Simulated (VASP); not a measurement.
Here is a VASP 6.6.1 calculation.

Contents of INCAR:

```
PREC = Accurate ; ENCUT = 600
EDIFF = 1E-6 ; ISMEAR = 0
SIGMA = 0.1 ; LREAL = False
LASPH = True ; NELM = 60
ALGO = Normal ; ISIF = 3
LWAVE = False ; LCHARG = False
GGA = PE ; IBRION = 2
NSW = 90 ; EDIFFG = -0.04
```

File KPOINTS:

```
regular mesh
0
Gamma
  6 6 2
```

The input POSCAR:

```
ZrPbO4
1.0
    3.7418525300      0.0000000000      0.0000000000
   -1.8709262600      3.2405393500      0.0000000000
    0.0000000000      0.0000000000      8.3613787300
Zr Pb O
1 1 4
Direct
    0.0000000000      0.0000000000      0.5000000000
    0.0000000000      0.0000000000      0.0000000000
    0.3333333300      0.6666666700      0.6368875700
    0.3333333300      0.6666666700      0.3631124300
    0.6666666700      0.3333333300      0.3631124300
    0.6666666700      0.3333333300      0.6368875700
```

Potentials or basis: VASP PAW PBE potentials, release 64 (Zr_sv, Pb_d, O).

The run is started by

```sh
$ cat potpaw_PBE.64/Zr_sv/POTCAR potpaw_PBE.64/Pb_d/POTCAR potpaw_PBE.64/O/POTCAR > POTCAR
$ mpirun -np 1 vasp_std > vasp.out
```

**Question.** What does it give for the relaxed cell?

**Answer.** a = 3.659 Å, b = 3.659 Å, c = 6.265 Å, α = 90.00°, β = 90.00°, γ = 120.00°.

**Question.** Predict the space group after relaxing (to 0.1 Å).

**Answer.** P6/mmm (No. 191).

Step by step:
```
step  energy change (eV)  largest force (eV/Å)  pressure (GPa)  volume (Å³)
   1              0.0000                0.2882           -9.48       101.39
   2             -0.2955                1.4419            6.60        87.37
   3             -0.3677                1.0328            0.67        91.33
   4             -0.5404                0.6947            0.35        89.56
   5             -0.5964                0.4144            0.44        88.42
   6             -0.6284                0.1497            0.83        86.18
   7             -0.7833                0.0082           -1.95        85.57
   8             -0.9846                0.2559           -6.20        84.23
   9             -1.5548                0.1361          -10.47        80.79
  10              0.6718                1.3808            2.18        70.66
  11             -1.7162                0.5430           -9.14        79.34
  12             -1.7437                0.3038           -9.20        77.79
  13             -1.7592                0.4384           -9.25        78.55
  14             -1.8214                0.2600           -8.13        77.13
  15             -1.8383                0.0915           -6.92        75.89
  16             -1.9055                0.0776           -5.39        75.07
  17             -2.0034                0.0320           -0.62        72.85
  18             -2.0065                0.0221            0.54        72.36
  19             -2.0065                0.0235            0.38        72.43
  20             -2.0069                0.0112            0.22        72.51
  21             -2.0072                0.0112           -0.07        72.66
```

Caveat: the k points lie up to 0.50 Å⁻¹ apart in the final cell, too coarse for converged energies and pressures of a metal; the volume moved by over 15 % at a fixed basis, so the end points are rough.
